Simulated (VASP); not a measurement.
# C (Cmme) in VASP: further runs

Runs on C. Level: PBE. Tasks: single point, relaxation of cell and atoms.

Program: VASP 6.6.1. These are calculated values, not measurements. Logs are shortened: lines on timing, memory, paths and dates and some standing lists are left out, and cuts for length are marked.

## 1. The cell of the first run

It takes space group Cmme (No. 67, orthorhombic). Conventional cell: a = 4.548 Å, b = 5.381 Å, c = 3.018 Å, α = 90.00°, β = 90.00°, γ = 90.00°. C (site symmetry m) has 5 C at 1.55 to 2.10 Å within 2.1 Å. C (site symmetry 222) has 4 C at 1.55 Å within 2.1 Å.

## 2. Single point, PBE

Contents of INCAR:

```
SYSTEM = C
ALGO = Normal ; EDIFF = 1E-7
ENCUT = 520 ; GGA = PE
ISIF = 2 ; ISMEAR = 0
LASPH = .TRUE. ; LCHARG = .FALSE.
LREAL = .FALSE. ; LWAVE = .FALSE.
NBANDS = 21 ; NELM = 100
PREC = Accurate ; SIGMA = 0.02
```

Contents of KPOINTS:

```
k-points
0
G
  8 8 10
  0 0 0
```

Contents of POSCAR:

```
C
1.0
    2.2738910672     -2.6907031165      0.0000000000
    2.2738910672      2.6907031165      0.0000000000
    0.0000000000      0.0000000000      3.0183751941
C
6
Direct
    0.6038233210      0.3961766790      0.2941062475
    0.8961766790      0.1038233210      0.2941062475
    0.3961766790      0.6038233210      0.7058937525
    0.1038233210      0.8961766790      0.7058937525
    0.7500000000      0.7500000000      0.0000000000
    0.2500000000      0.2500000000      0.0000000000
```

Potentials or basis: VASP PAW PBE potentials, release 64 (C).

Launch:

```sh
$ cat potpaw_PBE.64/C/POTCAR > POTCAR
$ mpirun -np 1 vasp_std > vasp.out
```

OUTCAR:

```text
SYSTEM = C
   EDIFF = 1E-7
   ENCUT = 520
   GGA = PE
   ISIF = 2
   ISMEAR = 0
   LASPH = .TRUE.
   LREAL = .FALSE.
   NELM = 100
   PREC = Accurate

 ion  position               nearest neighbor table
   1  0.604  0.396  0.294-   5 1.55   6 1.55   2 1.57   3 1.67
   2  0.896  0.104  0.294-   5 1.55   6 1.55   1 1.57   4 1.67
   3  0.396  0.604  0.706-   5 1.55   6 1.55   4 1.57   1 1.67
   4  0.104  0.896  0.706-   5 1.55   6 1.55   3 1.57   2 1.67
   5  0.750  0.750  0.000-   1 1.55   2 1.55   3 1.55   4 1.55
   6  0.250  0.250  0.000-   1 1.55   2 1.55   3 1.55   4 1.55

  LATTYP: Found a base centered orthorhombic cell.
 ALAT       =     4.5477821344
 B/A-ratio  =     1.1833034376
 C/A-ratio  =     0.6637026808

  Lattice vectors:

 A1 = (   2.2738910672,  -2.6907031165,   0.0000000000)
 A2 = (   2.2738910672,   2.6907031165,   0.0000000000)
 A3 = (   0.0000000000,   0.0000000000,   3.0183751941)

Analysis of symmetry for initial positions (statically):
=====================================================================
 Subroutine PRICEL returns:
 Original cell was already a primitive cell.

 Routine SETGRP: Setting up the symmetry group for a
 base centered orthorhombic supercell.

 Subroutine GETGRP returns: Found  8 space group operations
 (whereof  4 operations were pure point group operations)
 out of a pool of  8 trial point group operations.

The static configuration has the point symmetry C_2h.
 The point group associated with its full space group is D_2h.

Analysis of symmetry for dynamics (positions and initial velocities):
=====================================================================
 Subroutine PRICEL returns:
 Original cell was already a primitive cell.

 Routine SETGRP: Setting up the symmetry group for a
 base centered orthorhombic supercell.

 Subroutine GETGRP returns: Found  8 space group operations
 (whereof  4 operations were pure point group operations)
 out of a pool of  8 trial point group operations.

The dynamic configuration has the point symmetry C_2h.
 The point group associated with its full space group is D_2h.

 Subroutine INISYM returns: Found  8 space group operations
 (whereof  4 operations are pure point group operations),
 and found     1 'primitive' translations

----------------------------------------------------------------------------------------

                                     Primitive cell

  volume of cell :      36.9350

  direct lattice vectors                    reciprocal lattice vectors
     2.273891067 -2.690703116  0.000000000     0.219887402 -0.185825035  0.000000000
     2.273891067  2.690703116  0.000000000     0.219887402  0.185825035  0.000000000
     0.000000000  0.000000000  3.018375194     0.000000000  0.000000000  0.331304074

  length of vectors
     3.522848825  3.522848825  3.018375194     0.287891322  0.287891322  0.331304074

  position of ions in fractional coordinates (direct lattice)
     0.603823321  0.396176679  0.294106247
     0.896176679  0.103823321  0.294106247
     0.396176679  0.603823321  0.705893753
     0.103823321  0.896176679  0.705893753
     0.750000000  0.750000000  0.000000000
     0.250000000  0.250000000  0.000000000

  ion indices of the primitive-cell ions
   primitive index   ion index
                 1           1
                 2           2
                 3           3
                 4           4
                 5           5
                 6           6

----------------------------------------------------------------------------------------

 KPOINTS: k-points

Automatic generation of k-mesh.
 Grid dimensions read from file:
 generate k-points for:    8    8   10

 Generating k-lattice:

  Cartesian coordinates                     Fractional coordinates (reciprocal lattice)
     0.027485925 -0.023228129  0.000000000     0.125000000  0.000000000  0.000000000
     0.027485925  0.023228129  0.000000000     0.000000000  0.125000000  0.000000000
     0.000000000  0.000000000  0.033130407     0.000000000  0.000000000  0.100000000

  Length of vectors
     0.035986415  0.035986415  0.033130407

  Shift w.r.t. Gamma in fractional coordinates (k-lattice)
     0.000000000  0.000000000  0.000000000

 Subroutine IBZKPT returns following result:
 ===========================================

 Found    126 irreducible k-points:

 Following reciprocal coordinates:
            Coordinates               Weight
  0.000000  0.000000  0.000000      1.000000
  0.125000  0.000000  0.000000      4.000000
  0.250000  0.000000  0.000000      4.000000
  0.375000 -0.000000  0.000000      4.000000
  0.500000  0.000000  0.000000      2.000000
  0.125000  0.125000  0.000000      2.000000
[... 16 lines left out ...]
  0.125000  0.000000  0.100000      8.000000
  0.250000  0.000000  0.100000      8.000000
 [... further k-points ...]
   k-points           NKPTS =    126   k-points in BZ     NKDIM =    126   number of bands    NBANDS=     21
   number of dos      NEDOS =    301   number of ions     NIONS =      6
   total plane-waves  NPLWV =  18816
   dimension x,y,z NGX =    28 NGY =   28 NGZ =   24
   dimension x,y,z NGXF=    56 NGYF=   56 NGZF=   48
   ions per type =               6
   NGX,Y,Z   is equivalent  to a cutoff of  13.21, 13.21, 13.22 a.u.
   NGXF,Y,Z  is equivalent  to a cutoff of  26.43, 26.43, 26.44 a.u.
 SYSTEM =  C
   PREC   = accura    normal or accurate (medium, high low for compatibility)
   ISTART =      0    job   : 0-new  1-cont  2-samecut
   ICHARG =      2    charge: 1-file 2-atom 10-const
   ISPIN  =      1    spin polarized calculation?
   LNONCOLLINEAR =      F non collinear calculations
   LSORBIT =      F    spin-orbit coupling
   LASPH  =      T    aspherical Exc in radial PAW
   ENCUT  =  520.0 eV  38.22 Ry    6.18 a.u.   6.55  6.55  5.61*2*pi/ulx,y,z
   NELM   =    100;   NELMIN=  2; NELMDL= -5     # of ELM steps
   EDIFF  = 0.1E-06   stopping-criterion for ELM
   LREAL  =      F    real-space projection
   EDIFFG = 0.1E-05   stopping-criterion for IOM
   NSW    =      0    number of steps for IOM
   IBRION =     -1    ionic relax: 0-MD 1-quasi-New 2-CG
   NFREE  =      0    steps in history (QN), initial steepest desc. (CG)
   ISIF   =      2    stress and relaxation
   ISYM   =      2    0-nonsym 1-usesym 2-fastsym
   POTIM  = 0.5000    time-step for ionic-motion
   TEBEG  =    0.0;   TEEND  =   0.0 temperature during run
   PSTRESS=    0.0 pullay stress
   NELECT =      24.0000    total number of electrons
   NUPDOWN=      -1.0000    fix difference up-down
   EMIN   =  10.00;   EMAX   =-10.00  energy-range for DOS
   EFERMI =   0.00;   METHOD = LEGACY
   ISMEAR =     0;   SIGMA  =   0.02  broadening in eV -4-tet -1-fermi 0-gaus
   EFERMI_NEDOS =   21; number of points for ismear=-14 and -15
   IALGO  =     38    algorithm
   IMIX   =      4    mixing-type and parameters
     AMIX     =   0.40;   BMIX     =  1.00
     AMIX_MAG =   1.60;   BMIX_MAG =  1.00
  volume/ion in A,a.u.               =       6.16        41.54
  Fermi-wavevector in a.u.,A,eV,Ry     =   1.417966  2.679566 27.356233  2.010626
  Thomas-Fermi vector in A             =   2.539141
   LORBIT       =      0    0 simple, 1 ext, 2 COOP (PROOUT), +10 PAW based schemes
   GGA     = PE    functional components
   LHFCALC =     F    Hartree Fock is set to
   AEXX    =    0.0000 exact exchange contribution
   IVDW    =     0    specifies the selected vdW correction
   LEPSILON=     F    determine dielectric tensor
   LRPA    =     F    only Hartree local field effects (RPA)
 non-spin polarized calculation
 Gauss-broadening in eV      SIGMA  =   0.02
  energy-cutoff  :      520.00
  volume of cell :       36.94
 maximum number of plane-waves:      1015
 NGX is ok and might be reduce to    28
   NGX = 13   NGY = 13   NGZ = 11

 number of electron      24.0000004 magnetization

 Free energy of the ion-electron system (eV)
  ---------------------------------------------------
  ext. energy  EPLUGINS =         0.00000000
  ---------------------------------------------------
  free energy    TOTEN  =       -49.67939287 eV

  energy without entropy =      -49.67939287  energy(sigma->0) =      -49.67939287

 E-fermi :   9.9470     XC(G=0): -12.7816

 val. band max:        9.7562606201   @ k =   0.5000   0.5000   0.5000
 cond. band min:      10.9037060669   @ k =   0.5000   0.5000   0.0000
 fundamental gap:      1.1474454468
 Fermi energy:         9.9469572563

 k-point     1 :       0.0000    0.0000    0.0000
  band No.  band energies     occupation
      1     -12.3934      2.00000
      2      -5.8138      2.00000
      3      -3.3642      2.00000
      4      -3.1451      2.00000
      5       0.3241      2.00000
      6       1.7922      2.00000
[... 13 lines left out ...]
     20      20.2281      0.00000
     21      20.6326      0.00000

 k-point     2 :       0.1250    0.0000    0.0000
  band No.  band energies     occupation
      1     -12.2507      2.00000
      2      -6.4712      2.00000
      3      -3.1100      2.00000
      4      -2.8224      2.00000
      5       0.3133      2.00000
      6       1.6976      2.00000
[... 13 lines left out ...]
     20      19.0787      0.00000
     21      21.8511      0.00000

 k-point     3 :       0.2500    0.0000    0.0000
  band No.  band energies     occupation
      1     -11.8256      2.00000
      2      -7.7218      2.00000
      3      -2.9036      2.00000
      4      -1.8525      2.00000
      5      -0.1424      2.00000
      6       1.3152      2.00000
[... 13 lines left out ...]
     20      19.0370      0.00000
     21      21.9629      0.00000
[... 457 lines left out ...]
 k-point    23 :       0.1250    0.0000    0.1000
  band No.  band energies     occupation
      1     -12.1285      2.00000
      2      -6.3655      2.00000
      3      -3.4467      2.00000
      4      -2.7345      2.00000
      5      -0.2450      2.00000
      6       1.3908      2.00000
[... 13 lines left out ...]
     20      19.2255      0.00000
     21      21.4743      0.00000

 k-point    24 :       0.2500    0.0000    0.1000
  band No.  band energies     occupation
      1     -11.7042      2.00000
      2      -7.6125      2.00000
      3      -3.1674      2.00000
      4      -1.7473      2.00000
      5      -0.4508      2.00000
      6       0.4937      2.00000
[... 13 lines left out ...]
     20      19.2867      0.00000
     21      22.0229      0.00000

 [... further k-points ...]
[... 5 lines left out ...]
  --------------------------------------------------------------------------------------
  -------------------------------------------------------------------------------------
  Total        0.1877994      0.0947688      0.1144577      0.0000000      0.0000000      0.0000000
  in kB        8.1464083      4.1109018      4.9649720      0.0000000      0.0000000      0.0000000
  external PRESSURE =       5.7407607 kB  Pullay stress =       0.0000000 kB

 VOLUME and BASIS-vectors are now :
 -----------------------------------------------------------------------------
  energy-cutoff  :      520.00
  volume of cell :       36.94
      direct lattice vectors                 reciprocal lattice vectors
     2.273891067 -2.690703116  0.000000000     0.219887402 -0.185825035  0.000000000
     2.273891067  2.690703116  0.000000000     0.219887402  0.185825035  0.000000000
     0.000000000  0.000000000  3.018375194     0.000000000  0.000000000  0.331304074

 POSITION                                       TOTAL-FORCE (eV/Angst)
 -----------------------------------------------------------------------------------
      2.27389     -0.55872      0.88772         0.000000     -0.012838      0.029866
      2.27389     -2.13199      0.88772         0.000000      0.012838      0.029866
      2.27389      0.55872      2.13065         0.000000      0.012838     -0.029866
      2.27389      2.13199      2.13065         0.000000     -0.012838     -0.029866
      3.41084      0.00000      0.00000         0.000000     -0.000000      0.000000
      1.13695      0.00000      0.00000         0.000000      0.000000      0.000000
 -----------------------------------------------------------------------------------
    total drift:                               -0.000000      0.000000     -0.000000

  FREE ENERGIE OF THE ION-ELECTRON SYSTEM (eV)
  ---------------------------------------------------
  free  energy   TOTEN  =       -49.6793928694 eV

  energy  without entropy=      -49.6793928694  energy(sigma->0) =      -49.67939287
```

Run time: 43 s. Hardware: 1 thread of Intel Xeon Platinum 8488C (Sapphire Rapids), shared host; peak memory 0.19 GiB.

What came out:

```
Free energy            : -49.6794 eV
Pressure               : 0.6 GPa
Largest force          : 0.033 eV/Å
Band gap on the k mesh : 1.15 eV, indirect (least direct gap 3.48 eV)
```

Forces in eV/Å, atoms in the order of the input:
```
C    0.000 -0.013  0.030
C    0.000  0.013  0.030
C    0.000  0.013 -0.030
C    0.000 -0.013 -0.030
C    0.000  0.000  0.000
C    0.000  0.000  0.000
```

Stress tensor (GPa, compression positive):
```
0.81 0.00 0.00
0.00 0.41 0.00
0.00 0.00 0.50
```

A k mesh can miss the band edges. A hybrid or GW would open this gap; PBE tends to underestimate it.

## 3. Relaxation of cell and atoms, PBE

Contents of INCAR:

```
  PREC = Accurate
  ENCUT = 600
  EDIFF = 1E-7
  ISMEAR = 0
  SIGMA = 0.02
  LREAL = F
  LASPH = T
  NELM = 100
  ALGO = Normal
  ISIF = 3
  LWAVE = F
  LCHARG = F
  GGA = PE
  IBRION = 2
  NSW = 100
  EDIFFG = -0.01
```

Contents of KPOINTS:

```
regular mesh
0
Gamma
  8 8 10
```

Contents of POSCAR:

```
C
1.0
    2.2737667485     -2.6903860891      0.0000000000
    2.2737667485      2.6903860891      0.0000000000
    0.0000000000      0.0000000000      3.0184650870
C
6
Direct
    0.6038199973      0.3961800027      0.2941060982
    0.8961800027      0.1038199973      0.2941060982
    0.3961800027      0.6038199973      0.7058939018
    0.1038199973      0.8961800027      0.7058939018
    0.7500000000      0.7500000000      0.0000000000
    0.2500000000      0.2500000000      0.0000000000
```

Potentials or basis: VASP PAW PBE potentials, release 64 (C).

Launch:

```sh
$ cat potpaw_PBE.64/C/POTCAR > POTCAR
$ mpirun -np 1 vasp_std > vasp.out
```

Run time: 68 s. Hardware: 1 thread of Intel Xeon Platinum 8488C (Sapphire Rapids), shared host; peak memory 0.19 GiB.

Results (log left out):

```
Free energy                            : -49.6905 eV
Relaxed volume                         : 6.16 Å³/atom
Relaxed cell                           : a = 3.523 Å, b = 3.523 Å, c = 3.018 Å, α = 90.00°, β = 90.00°, γ = 99.58°
Space group after relaxing (to 0.05 Å) : Cmme (No. 67)
Energy gained by relaxing              : 0.0 meV/atom
Ionic steps                            : 3
Pressure after relaxing                : -0.1 GPa
Largest force after relaxing           : 0.009 eV/Å
Band gap on the k mesh                 : 1.15 eV, indirect (least direct gap 3.47 eV)
```

Forces in eV/Å, atoms in the order of the input:
```
C    0.000  0.008  0.004
C    0.000 -0.008  0.004
C    0.000 -0.008 -0.004
C    0.000  0.008 -0.004
C    0.000  0.000  0.000
C    0.000  0.000  0.000
```

Stress tensor (GPa, compression positive):
```
 0.00  0.00  0.00
 0.00 -0.04  0.00
 0.00  0.00 -0.17
```

Final structure:
```xyz
6
Lattice="2.2743 -2.6904 0.0000 2.2743 2.6904 0.0000 0.0000 0.0000 3.0184" Properties=species:S:1:pos:R:3 pbc="T T T"
C     2.2743   -0.5589    0.8882
C     2.2743   -2.1316    0.8882
C     2.2743    0.5589    2.1302
C     2.2743    2.1316    2.1302
C     3.4114    0.0000    0.0000
C     1.1371    0.0000    0.0000
```

Levels at points of the mesh, in eV from the valence-band top:
```tsv
k point	band 8	band 9	band 10	band 11	band 12	band 13	band 14	band 15	band 16
(0.00, 0.00, 0.00)	-7.16	-5.58	-5.04	-5.02	-4.68	1.86	2.54	5.96	6.71
(0.50, 0.00, 0.00)	-7.53	-6.64	-6.64	-2.89	-2.89	4.21	4.21	4.80	4.80
(0.50, 0.50, 0.00)	-6.37	-6.21	-3.60	-3.33	-2.33	1.15	3.59	4.88	5.73
(0.00, 0.00, 0.50)	-8.44	-6.56	-5.02	-4.15	-2.50	2.70	3.08	3.17	4.53
(0.50, 0.00, 0.50)	-7.79	-5.03	-5.03	-4.35	-4.35	4.04	4.04	6.05	6.05
(0.50, 0.50, 0.50)	-10.49	-2.44	-1.99	-1.85	0.00	3.49	5.57	7.07	7.39
```

A k mesh can miss the band edges. PBE gaps usually lie below the measured ones, often by a third to a half.

## 4. Single point, PBE

This run uses another cell than the first one, of 5.49 Å³/atom, 0.892 times its volume.

Contents of INCAR:

```
  PREC = Accurate
  ENCUT = 520
  EDIFF = 1E-6
  ISMEAR = 0
  SIGMA = 0.1
  LREAL = False
  LASPH = True
  NELM = 100
  ALGO = Normal
  ISIF = 2
  LWAVE = False
  LCHARG = False
  GGA = PE
  NBANDS = 21
```

Contents of KPOINTS:

```
Automatic mesh
0
Gamma
  6 6 6
```

Contents of POSCAR:

```
C
1.0
    2.1103944800     -2.5896256900      0.0000000000
    2.1103944800      2.5896256900      0.0000000000
    0.0000000000      0.0000000000      3.0134504300
C
6
Direct
    0.6039974100      0.3960025900      0.3101849400
    0.8960025900      0.1039974100      0.3101849400
    0.3960025900      0.6039974100      0.6898150600
    0.1039974100      0.8960025900      0.6898150600
    0.7500000000      0.7500000000      0.0000000000
    0.2500000000      0.2500000000      0.0000000000
```

Launch:

```sh
$ cat potpaw_PBE.64/C/POTCAR > POTCAR
$ mpirun -np 1 vasp_std > vasp.out
```

It took 20 s on 1 thread of Intel Xeon Platinum 8488C (Sapphire Rapids), shared host; peak memory 0.15 GiB.

The run converged. Its results:

- Free energy: -48.5908 eV
- Pressure: 50.8 GPa
- Largest force: 1.645 eV/Å
- Band gap on the k mesh: 1.82 eV, indirect (least direct gap 2.72 eV)

Forces on the atoms (eV/Å):
```
C    0.000  0.114 -1.641
C    0.000 -0.114 -1.641
C    0.000 -0.114  1.641
C    0.000  0.114  1.641
C    0.000  0.000  0.000
C    0.000  0.000  0.000
```

Stress tensor (GPa, compression positive):
```
99.73  0.00  0.00
 0.00 45.46  0.00
 0.00  0.00  7.33
```

Levels at points of the mesh, in eV from the valence-band top:
```csv
k point,band 9,band 10,band 11,band 12,band 13,band 14,band 15,band 16
"(0.00, 0.00, 0.00)",-4.89,-4.78,-4.32,-3.00,2.07,4.10,6.94,7.29
"(0.50, 0.00, 0.00)",-6.74,-6.74,-2.16,-2.16,5.47,5.47,5.83,5.83
"(0.50, 0.50, 0.00)",-6.02,-4.02,-1.03,-0.89,1.82,3.64,7.10,7.86
"(0.00, 0.00, 0.50)",-5.78,-3.88,-3.61,-2.75,3.83,4.57,4.75,6.00
"(0.50, 0.00, 0.50)",-4.38,-4.38,-3.67,-3.67,5.50,5.50,6.60,6.60
"(0.50, 0.50, 0.50)",-1.45,-0.54,-0.01,0.00,5.36,7.96,8.21,8.84
```

Caveat: forces of over 1 eV/Å act on the atoms, so gaps and moduli don't describe the material at rest. A k mesh can miss the band edges.

## 5. Summary

| task | cell | k mesh | cutoff (eV) | smearing | gap on the mesh (eV) | pressure (GPa) | largest force (eV/Å) |
| --- | --- | --- | --- | --- | --- | --- | --- |
| single point | a = 3.523, b = 3.523, c = 3.018 Å, angles 90.0, 90.0, 99.6°, 6 atoms | 8 × 8 × 10 | 520 | gaussian 0.02 eV | 1.15 | 0.6 | 0.03 |
| relaxation of cell and atoms | relaxed from a = 3.523, b = 3.523, c = 3.018 Å, angles 90.0, 90.0, 99.6°, 6 atoms | 8 × 8 × 10 | 600 | gaussian 0.02 eV | 1.15 | -0.1 | 0.01 |
| single point | a = 3.341, b = 3.341, c = 3.013 Å, angles 90.0, 90.0, 101.6°, 6 atoms | 6 × 6 × 6 | 520 | gaussian 0.1 eV | 1.82 | 50.8 | 1.65 |

Alike in all rows: level PBE; potentials or basis VASP PAW PBE potentials, release 64 (C); no spin polarisation.

Caveats: forces of over 1 eV/Å act on the atoms, so gaps and moduli don't describe the material at rest (some runs).

Total energies depend on the potentials used, so only differences within one code and one set of settings carry meaning.
